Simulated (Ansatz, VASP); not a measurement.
**Two plane-wave programs on BAs**

Contents of POSCAR:

```
BAs
1.0
    0.0000000000      2.4096270000      2.4096270000
    2.4096270000      0.0000000000      2.4096270000
    2.4096270000      2.4096270000      0.0000000000
B As
1 1
Direct
    0.2500000000      0.2500000000      0.2500000000
    0.0000000000      0.0000000000      0.0000000000
```

INCAR.step1

```
SYSTEM = BAs
ALGO = Normal
EDIFF = 1E-5
ENCUT = 550
GGA = PE
GGA_COMPAT = .False.
ISMEAR = 0
LASPH = .True.
LCHARG = .False.
LREAL = .False.
LWAVE = .True.
NBANDS = 11
NELM = 120
PREC = Accurate
SIGMA = 0.1
```

INCAR.step2

```
SYSTEM = BAs
ALGO = Normal
EDIFF = 1E-6
ENCUT = 550
GGA_COMPAT = .False.
ISIF = 2
ISMEAR = 0
ISTART = 1
LASPH = .True.
LCHARG = .False.
LMIXTAU = .True.
LREAL = .False.
LWAVE = .False.
METAGGA = R2SCAN
NBANDS = 11
NELM = 120
PREC = Accurate
SIGMA = 0.1
```

KPOINTS

```
k-points
0
Gamma
  6 6 6
  0 0 0
```

Input for Ansatz:

```yaml
crystal:
  lattice:
    - [0.0, 2.409627, 2.409627]
    - [2.409627, 0.0, 2.409627]
    - [2.409627, 2.409627, 0.0]
  atoms:
    - { symbol: B, position: [0.25, 0.25, 0.25] }
    - { symbol: As, position: [0.0, 0.0, 0.0] }
basis:
  ecutwfc: 500
kpoints:
  mp_grid: { grid: [6, 6, 6] }
hamiltonian:
  xc: r2scan
scf:
  occupations: { method: gaussian, width: 0.1 }
  lower_state_search: "off"
output:
  forces: true
  stress: true
  eigenvalues: true
```

Alike in both runs: task single point; functional r2SCAN; k mesh 6 × 6 × 6; occupations gaussian, width 0.1 eV; no spin polarisation.

```csv
,VASP,Ansatz
version,VASP 6.6.1,Ansatz 0.2.0
potentials or method,"VASP PAW PBE potentials, release 64 (B, As), cutoff 550 eV","scalar-relativistic, plane waves, PAW"
valence electrons in the cell,8,18
```

Ansatz gave:

- gap on the k mesh at the Fermi level (eV): 1.49
- least direct gap on the mesh (eV): 3.41
- pressure (GPa): -3.0

**Question.** Which values does VASP return?

**Answer.** gap on the k mesh at the Fermi level (eV): 1.49; least direct gap on the mesh (eV): 3.41; pressure (GPa): -2.8.

VASP's potentials were made for PBE, not for r2SCAN. With one functional, cell and mesh, what is left measures potentials, basis and numerics. VASP's potentials hold 8 valence electrons a cell and Ansatz's 18, so a difference there can come from the potentials and not from the codes.
